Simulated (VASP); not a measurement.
# Mo in VASP: single point with PBE

Aim: the single point of Mo with PBE.

All numbers are computed with VASP 6.6.1; they aren't measurements. Logs are shortened: lines on timing, memory, paths and dates and some standing lists are left out, and cuts for length are marked.

## Step 1: The cell of the first run

The cell holds a sheet with vacuum, 2 atoms: a = 4.378 Å, b = 4.378 Å, c = 14.000 Å, α = 90.00°, β = 90.00°, γ = 120.00°.

## Step 2: Single point, PBE

File INCAR:

```
ALGO     = Normal         # electronic algorithm
DIPOL    = 0.5 0.5 0.500
EDIFF    = 1E-6           # SCF threshold, eV
ENCUT    = 520            # plane-wave cutoff, eV
GGA      = PE             # functional
IDIPOL   = 3            
ISIF     = 2              # what is computed and relaxed
ISMEAR   = 0              # smearing method
LASPH    = True           # aspherical terms in the spheres
LCHARG   = False          # write CHGCAR
LDIPOL   = True         
LREAL    = False          # projectors in reciprocal space
LWAVE    = False          # write WAVECAR
NBANDS   = 21             # bands
NELM     = 80             # most SCF steps
PREC     = Accurate       # precision mode
SIGMA    = 0.1            # smearing width, eV
```

File KPOINTS:

```
k-points
0
Gamma
  6 6 1
```

File POSCAR:

```
Mo
1.0
    4.3777440000      0.0000000000      0.0000000000
   -2.1888720000      3.7912370000      0.0000000000
    0.0000000000      0.0000000000     14.0000000000
Mo
2
Direct
    0.6666666700      0.3333333300      0.5000000000
    0.3333333300      0.6666666700      0.5000000000
```

Potentials or basis: VASP PAW PBE potentials, release 64 (Mo_sv).

Launch:

```console
cat potpaw_PBE.64/Mo_sv/POTCAR > POTCAR
mpirun -np 1 vasp_std > vasp.out
```

OUTCAR:

```text
EDIFF = 1E-6
   ENCUT = 520
   GGA = PE
   ISIF = 2
   ISMEAR = 0
   LASPH = True
   LREAL = False
   NELM = 80
   PREC = Accurate

 ion  position               nearest neighbor table
   1  0.667  0.333  0.500-   2 2.53   2 2.53   2 2.53
   2  0.333  0.667  0.500-   1 2.53   1 2.53   1 2.53

  LATTYP: Found a hexagonal cell.
 ALAT       =     4.3777440000
 C/A-ratio  =     3.1979942180

  Lattice vectors:

 A1 = (   4.3777440000,   0.0000000000,   0.0000000000)
 A2 = (  -2.1888720000,   3.7912370000,   0.0000000000)
 A3 = (   0.0000000000,   0.0000000000,  14.0000000000)

Analysis of symmetry for initial positions (statically):
=====================================================================
 Subroutine PRICEL returns:
 Original cell was already a primitive cell.

 Routine SETGRP: Setting up the symmetry group for a
 hexagonal supercell.

 Subroutine GETGRP returns: Found 24 space group operations
 (whereof 24 operations were pure point group operations)
 out of a pool of 24 trial point group operations.

The static configuration has the point symmetry D_6h.

Analysis of symmetry for dynamics (positions and initial velocities):
=====================================================================
 Subroutine PRICEL returns:
 Original cell was already a primitive cell.

 Routine SETGRP: Setting up the symmetry group for a
 hexagonal supercell.

 Subroutine GETGRP returns: Found 24 space group operations
 (whereof 24 operations were pure point group operations)
 out of a pool of 24 trial point group operations.

The dynamic configuration has the point symmetry D_6h.

 Subroutine INISYM returns: Found 24 space group operations
 (whereof 24 operations are pure point group operations),
 and found     1 'primitive' translations

----------------------------------------------------------------------------------------

                                     Primitive cell

  volume of cell :     232.3589

  direct lattice vectors                    reciprocal lattice vectors
     4.377744000  0.000000000  0.000000000     0.228428158  0.131883077  0.000000000
    -2.188872000  3.791237000  0.000000000     0.000000000  0.263766153  0.000000000
     0.000000000  0.000000000 14.000000000     0.000000000  0.000000000  0.071428571

  length of vectors
     4.377744000  4.377743554 14.000000000     0.263766126  0.263766153  0.071428571

  position of ions in fractional coordinates (direct lattice)
     0.666666670  0.333333330  0.500000000
     0.333333330  0.666666670  0.500000000

  ion indices of the primitive-cell ions
   primitive index   ion index
                 1           1
                 2           2

----------------------------------------------------------------------------------------

 KPOINTS: k-points

Automatic generation of k-mesh.
 Grid dimensions read from file:
 generate k-points for:    6    6    1

 Generating k-lattice:

  Cartesian coordinates                     Fractional coordinates (reciprocal lattice)
     0.038071360  0.021980513  0.000000000     0.166666667 -0.000000000  0.000000000
     0.000000000  0.043961026  0.000000000     0.000000000  0.166666667  0.000000000
     0.000000000  0.000000000  0.071428571     0.000000000  0.000000000  1.000000000

  Length of vectors
     0.043961021  0.043961026  0.071428571

  Shift w.r.t. Gamma in fractional coordinates (k-lattice)
     0.000000000  0.000000000  0.000000000

 Subroutine IBZKPT returns following result:
 ===========================================

 Found      7 irreducible k-points:

 Following reciprocal coordinates:
            Coordinates               Weight
  0.000000  0.000000  0.000000      1.000000
  0.166667  0.000000  0.000000      6.000000
  0.333333  0.000000  0.000000      6.000000
  0.500000  0.000000  0.000000      3.000000
  0.166667  0.166667  0.000000      6.000000
  0.333333  0.166667  0.000000     12.000000
  0.333333  0.333333  0.000000      2.000000
   k-points           NKPTS =      7   k-points in BZ     NKDIM =      7   number of bands    NBANDS=     21
   number of dos      NEDOS =    301   number of ions     NIONS =      2
   total plane-waves  NPLWV = 139968
   dimension x,y,z NGX =    36 NGY =   36 NGZ =  108
   dimension x,y,z NGXF=    72 NGYF=   72 NGZF=  216
   ions per type =               2
   NGX,Y,Z   is equivalent  to a cutoff of  13.67, 13.67, 12.82 a.u.
   NGXF,Y,Z  is equivalent  to a cutoff of  27.34, 27.34, 25.65 a.u.
 SYSTEM =  unknown system
   PREC   = accura    normal or accurate (medium, high low for compatibility)
   ISTART =      0    job   : 0-new  1-cont  2-samecut
   ICHARG =      2    charge: 1-file 2-atom 10-const
   ISPIN  =      1    spin polarized calculation?
   LNONCOLLINEAR =      F non collinear calculations
   LSORBIT =      F    spin-orbit coupling
   LASPH  =      T    aspherical Exc in radial PAW
   ENCUT  =  520.0 eV  38.22 Ry    6.18 a.u.   8.14  8.14 26.03*2*pi/ulx,y,z
   NELM   =     80;   NELMIN=  2; NELMDL= -5     # of ELM steps
   EDIFF  = 0.1E-05   stopping-criterion for ELM
   LREAL  =      F    real-space projection
   EDIFFG = 0.1E-04   stopping-criterion for IOM
   NSW    =      0    number of steps for IOM
   IBRION =     -1    ionic relax: 0-MD 1-quasi-New 2-CG
   NFREE  =      0    steps in history (QN), initial steepest desc. (CG)
   ISIF   =      2    stress and relaxation
   ISYM   =      2    0-nonsym 1-usesym 2-fastsym
   POTIM  = 0.5000    time-step for ionic-motion
   TEBEG  =    0.0;   TEEND  =   0.0 temperature during run
   PSTRESS=    0.0 pullay stress
   NELECT =      28.0000    total number of electrons
   NUPDOWN=      -1.0000    fix difference up-down
   EMIN   =  10.00;   EMAX   =-10.00  energy-range for DOS
   EFERMI =   0.00;   METHOD = LEGACY
   ISMEAR =     0;   SIGMA  =   0.10  broadening in eV -4-tet -1-fermi 0-gaus
   EFERMI_NEDOS =   21; number of points for ismear=-14 and -15
   IALGO  =     38    algorithm
   IMIX   =      4    mixing-type and parameters
     AMIX     =   0.40;   BMIX     =  1.00
     AMIX_MAG =   1.60;   BMIX_MAG =  1.00
  volume/ion in A,a.u.               =     116.18       784.02
  Fermi-wavevector in a.u.,A,eV,Ry     =   0.808614  1.528058  8.896251  0.653856
  Thomas-Fermi vector in A             =   1.917452
   LORBIT       =      0    0 simple, 1 ext, 2 COOP (PROOUT), +10 PAW based schemes
   GGA     = PE    functional components
   LHFCALC =     F    Hartree Fock is set to
   AEXX    =    0.0000 exact exchange contribution
   IVDW    =     0    specifies the selected vdW correction
   LEPSILON=     F    determine dielectric tensor
   LRPA    =     F    only Hartree local field effects (RPA)
 non-spin polarized calculation
 Gauss-broadening in eV      SIGMA  =   0.10
  energy-cutoff  :      520.00
  volume of cell :      232.36
 maximum number of plane-waves:      6275
 NGX is ok and might be reduce to    36
   NGX = 17   NGY = 17   NGZ = 53

 number of electron      27.9999997 magnetization

 dipolmoment           0.000000      0.000000      0.000000 electrons x Angstroem

 Free energy of the ion-electron system (eV)
  ---------------------------------------------------
  ext. energy  EPLUGINS =         0.00000000
  ---------------------------------------------------
  free energy    TOTEN  =       -15.11215286 eV

  energy without entropy =      -15.10014999  energy(sigma->0) =      -15.10615143

 E-fermi :  -2.3029     XC(G=0):  -3.3341

 val. band max:       -2.3492011467   @ k =   0.5000   0.0000   0.0000
 cond. band min:      -1.9797486006   @ k =   0.3333   0.1667   0.0000
 fundamental gap:      0.3694525462
 Fermi energy:        -2.3028797973

 k-point     1 :       0.0000    0.0000    0.0000
  band No.  band energies     occupation
      1     -62.9106      2.00000
      2     -62.5247      2.00000
      3     -37.4162      2.00000
      4     -37.4162      2.00000
      5     -37.0452      2.00000
      6     -36.7222      2.00000
      7     -36.2472      2.00000
      8     -36.2472      2.00000
      9      -5.7650      2.00000
     10      -3.3569      2.00000
     11      -3.3517      2.00000
     12      -3.3517      2.00000
     13      -2.5546      1.99963
     14      -2.5546      1.99963
     15      -2.3504      1.49816
     16      -2.3504      1.49814
     17      -1.0963      0.00000
     18      -0.4621      0.00000
     19      -0.4621      0.00000
     20      -0.4559      0.00000
     21       2.0317      0.00000

 k-point     2 :       0.1667    0.0000    0.0000
  band No.  band energies     occupation
      1     -62.8884      2.00000
      2     -62.5481      2.00000
      3     -37.4425      2.00000
      4     -37.3603      2.00000
      5     -37.0264      2.00000
      6     -36.7416      2.00000
      7     -36.3044      2.00000
      8     -36.2166      2.00000
      9      -5.3865      2.00000
     10      -3.6412      2.00000
     11      -3.4856      2.00000
     12      -3.3563      2.00000
     13      -3.3147      2.00000
     14      -3.1371      2.00000
     15      -1.6337      0.00000
     16      -1.5475      0.00000
     17      -1.3519      0.00000
     18      -0.6088      0.00000
     19      -0.2530      0.00000
     20       0.2874      0.00000
     21       2.3099      0.00000

 k-point     3 :       0.3333    0.0000    0.0000
  band No.  band energies     occupation
      1     -62.8308      2.00000
      2     -62.6081      2.00000
      3     -37.4915      2.00000
      4     -37.2252      2.00000
      5     -36.9778      2.00000
      6     -36.7913      2.00000
      7     -36.4420      2.00000
      8     -36.1590      2.00000
      9      -4.5634      2.00000
     10      -4.3534      2.00000
     11      -3.8692      2.00000
     12      -3.7132      2.00000
     13      -3.4509      2.00000
     14      -2.7850      2.00000
     15      -1.7413      0.00000
     16      -1.4308      0.00000
     17      -1.0214      0.00000
     18      -0.1050      0.00000
     19       0.1289      0.00000
     20       1.4310      0.00000
     21       3.1250      0.00000

 k-point     4 :       0.5000    0.0000    0.0000
  band No.  band energies     occupation
      1     -62.7844      2.00000
      2     -62.6558      2.00000
      3     -37.5145      2.00000
      4     -37.1358      2.00000
      5     -36.9386      2.00000
      6     -36.8310      2.00000
      7     -36.5326      2.00000
      8     -36.1317      2.00000
      9      -4.8673      2.00000
     10      -4.0633      2.00000
     11      -3.8128      2.00000
     12      -3.6433      2.00000
     13      -3.5318      2.00000
     14      -2.3492      1.48759
     15      -1.7132      0.00000
     16      -1.7109      0.00000
     17      -1.4387      0.00000
     18       0.3075      0.00000
     19       0.7333      0.00000
     20       2.2871      0.00000
     21       2.4472      0.00000

 k-point     5 :       0.1667    0.1667    0.0000
  band No.  band energies     occupation
      1     -62.8478      2.00000
      2     -62.5906      2.00000
      3     -37.4893      2.00000
      4     -37.2479      2.00000
      5     -36.9920      2.00000
      6     -36.7768      2.00000
      7     -36.4191      2.00000
      8     -36.1629      2.00000
      9      -4.7120      2.00000
     10      -4.4583      2.00000
     11      -3.7804      2.00000
     12      -3.5384      2.00000
     13      -3.2379      2.00000
     14      -2.9151      2.00000
     15      -1.8247      0.00000
     16      -1.3912      0.00000
     17      -0.9625      0.00000
     18      -0.4121      0.00000
     19       0.0903      0.00000
     20       1.0949      0.00000
     21       2.8640      0.00000

 k-point     6 :       0.3333    0.1667    0.0000
  band No.  band energies     occupation
      1     -62.7844      2.00000
      2     -62.6558      2.00000
      3     -37.5365      2.00000
      4     -37.0786      2.00000
      5     -36.9386      2.00000
      6     -36.8310      2.00000
      7     -36.5909      2.00000
      8     -36.1086      2.00000
      9      -5.0773      2.00000
     10      -4.0493      2.00000
     11      -3.8288      2.00000
     12      -3.6796      2.00000
     13      -3.1055      2.00000
     14      -2.4126      1.87918
     15      -1.9797      0.00000
     16      -1.4072      0.00000
     17      -1.1963      0.00000
     18       0.3128      0.00000
     19       0.4206      0.00000
     20       2.2166      0.00000
     21       2.2521      0.00000

 k-point     7 :       0.3333    0.3333    0.0000
  band No.  band energies     occupation
      1     -62.7204      2.00000
      2     -62.7204      2.00000
      3     -37.5662      2.00000
      4     -36.8850      2.00000
      5     -36.8850      2.00000
      6     -36.8356      2.00000
      7     -36.8356      2.00000
      8     -36.0757      2.00000
      9      -5.3568      2.00000
     10      -4.2198      2.00000
     11      -3.5609      2.00000
     12      -3.5609      2.00000
     13      -2.5202      1.99788
     14      -2.5202      1.99788
     15      -1.8625      0.00000
     16      -1.8625      0.00000
     17       0.0432      0.00000
     18       0.2234      0.00000
     19       0.2234      0.00000
     20       0.6051      0.00000
     21       2.6384      0.00000

------------------------ aborting loop because EDIFF is reached ----------------------------------------

 vacuum level on the upper side and lower side of the slab       (xc-potential included)        -0.159        -0.159

  FORCE on cell =-STRESS in cart. coord.  units (eV):
  Direction    XX          YY          ZZ          XY          YZ          ZX
  --------------------------------------------------------------------------------------
  -------------------------------------------------------------------------------------
  Total       -7.7563557     -7.7563536     -0.0129590      0.0000000      0.0000000      0.0000000
  in kB      -53.4821635    -53.4821490     -0.0893558      0.0000000      0.0000000      0.0000000
  external PRESSURE =     -35.6845561 kB  Pullay stress =       0.0000000 kB

 VOLUME and BASIS-vectors are now :
 -----------------------------------------------------------------------------
  energy-cutoff  :      520.00
  volume of cell :      232.36
      direct lattice vectors                 reciprocal lattice vectors
     4.377744000  0.000000000  0.000000000     0.228428158  0.131883077  0.000000000
    -2.188872000  3.791237000  0.000000000     0.000000000  0.263766153  0.000000000
     0.000000000  0.000000000 14.000000000     0.000000000  0.000000000  0.071428571

 POSITION                                       TOTAL-FORCE (eV/Angst)
 -----------------------------------------------------------------------------------
      2.18887      1.26375      7.00000         0.000000      0.000000     -0.000000
     -0.00000      2.52749      7.00000        -0.000000     -0.000000      0.000000
 -----------------------------------------------------------------------------------
    total drift:                                0.000000     -0.000000      0.000000

  FREE ENERGIE OF THE ION-ELECTRON SYSTEM (eV)
  ---------------------------------------------------
  free  energy   TOTEN  =       -15.1121528624 eV

  energy  without entropy=      -15.1001499904  energy(sigma->0) =      -15.10615143

 vacuum level on the upper side and lower side of the slab         2.324         2.324
```

Run time: 44 s. Hardware: 1 thread of Intel Xeon Platinum 8488C (Sapphire Rapids), shared host; peak memory 0.35 GiB.

What came out:

```yaml
Free_energy: -15.1122 eV
Band_gap_on_the_k_mesh: zero (filled and empty bands touch)
```
